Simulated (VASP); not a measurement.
A run of VASP 6.6.1 is set up as follows.

INCAR

```
SYSTEM = LiCl
  ALGO = Normal
  EDIFF = 1E-6
  ENCUT = 520
  GGA = PE
  ISIF = 2
  ISMEAR = 0
  LASPH = .True.
  LCHARG = .False.
  LREAL = .False.
  LWAVE = .False.
  NBANDS = 42
  NELM = 60
  PREC = Accurate
  SIGMA = 0.01
```

KPOINTS

```
k-points
0
Gamma
  4 4 4
  0 0 0
```

POSCAR

```
LiCl
1.0
    6.7822671339      0.0000000000      0.0000000000
    0.0000000000      6.7822671339      0.0000000000
    0.0000000000      0.0000000000      6.7822671339
Li Cl
6 6
Direct
    0.7500000000      0.5000000000      0.0000000000
    0.5000000000      0.0000000000      0.7500000000
    0.0000000000      0.7500000000      0.5000000000
    0.0000000000      0.2500000000      0.5000000000
    0.2500000000      0.5000000000      0.0000000000
    0.5000000000      0.0000000000      0.2500000000
    0.5000000000      0.7500000000      0.0000000000
    0.7500000000      0.0000000000      0.5000000000
    0.0000000000      0.5000000000      0.7500000000
    0.2500000000      0.0000000000      0.5000000000
    0.0000000000      0.5000000000      0.2500000000
    0.5000000000      0.2500000000      0.0000000000
```

Potentials or basis: VASP PAW PBE potentials, release 64 (Li_sv, Cl).

Launch:

```sh
$ cat potpaw_PBE.64/Li_sv/POTCAR potpaw_PBE.64/Cl/POTCAR > POTCAR
$ mpirun -np 1 vasp_std > vasp.out
```

Task: What does it give for the band gap on the k mesh?

Result: 5.36 eV.

 A k mesh can miss the band edges.
